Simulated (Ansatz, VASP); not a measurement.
## Ir: VASP beside Ansatz

INCAR

```
SYSTEM = Ir
PREC = Accurate ; ENCUT = 520
EDIFF = 1E-7 ; ISMEAR = 0
SIGMA = 0.15 ; LREAL = .FALSE.
LASPH = .TRUE. ; NELM = 100
ALGO = Fast ; ISIF = 2
LWAVE = .FALSE. ; LCHARG = .TRUE.
GGA = PE ; LELF = .TRUE.
LVHAR = .TRUE. ; NBANDS = 10
```

KPOINTS

```
regular mesh
0
G
  22 22 22
  0 0 0
```

Contents of POSCAR:

```
Ir
1.0
    0.0000000000      2.0726758020      1.6869508352
    2.0726758020      0.0000000000      1.6869508352
    2.0726758020      2.0726758020      0.0000000000
Ir
1
Direct
    0.0000000000      0.0000000000      0.0000000000
```

Input for Ansatz:

```yaml
crystal:
  lattice:
    - [0.0, 2.072675802, 1.6869508352]
    - [2.072675802, 0.0, 1.6869508352]
    - [2.072675802, 2.072675802, 0.0]
  atoms:
    - { symbol: Ir, position: [0.0, 0.0, 0.0] }
basis:
  ecutwfc: 420
kpoints:
  mp_grid: { grid: [22, 22, 22] }
hamiltonian:
  xc: pbe
  pseudopotentials: { kind: paw, azcp: { folder: soft_1 } }
scf:
  occupations: { method: gaussian, width: 0.15 }
output:
  forces: true
  stress: true
  eigenvalues: true
```

Alike in both runs: task single point; functional PBE; k mesh 22 × 22 × 22; occupations gaussian, width 0.15 eV; no spin polarisation.

|  | VASP | Ansatz |
| --- | --- | --- |
| version | VASP 6.6.1 | Ansatz 0.2.0 |
| potentials or method | VASP PAW PBE potentials, release 64 (Ir), cutoff 520 eV | scalar-relativistic, plane waves, PAW |
| valence electrons in the cell | 9 | 17 |

Ansatz gave:

| Item | Value |
| --- | --- |
| gap on the k mesh at the Fermi level (eV) | none |
| pressure (GPa) | 7.1 |
| traceless stress, the component that is largest in VASP (GPa) | 32.06 |

Problem. Which values does VASP return?

Solution. gap on the k mesh at the Fermi level (eV): none; pressure (GPa): 7.8; traceless stress, the component that is largest in VASP (GPa): 31.85.

A gap of «none» marks a metal or a gap that the smearing closes. With one functional, cell and mesh, what is left measures potentials, basis and numerics. VASP's potentials hold 9 valence electrons a cell and Ansatz's 17, so a difference there can come from the potentials and not from the codes.

Neither program's run includes spin-orbit coupling.
